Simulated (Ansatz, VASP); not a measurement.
One calculation of AlP, two programs

```xyz
2
Lattice="0.0000 2.6762 2.6762 2.6762 0.0000 2.6762 2.6762 2.6762 0.0000" Properties=species:S:1:pos:R:3 pbc="T T T"
Al    0.0000    0.0000    0.0000
P     1.3381    1.3381    1.3381
```

Alike in both runs: task single point; functional LDA; k mesh 6 × 6 × 6; no spin polarisation.

|  | VASP | Ansatz |
| --- | --- | --- |
| version | VASP 6.6.1 | Ansatz 0.2.0 |
| potentials or method | VASP PAW LDA potentials, release 64 (Al, P), cutoff 500 eV | plane waves, PAW |
| occupations | gaussian, width 0.01 eV | fixed |
| valence electrons in the cell | 8 | 8 |

|  | VASP | Ansatz | Ansatz less VASP |
| --- | --- | --- | --- |
| pressure (GPa) | 4.6 | 4.5 | -0.08 |

LDA's correlation is that of Perdew and Zunger in VASP and of Perdew and Wang (1992) in Ansatz.
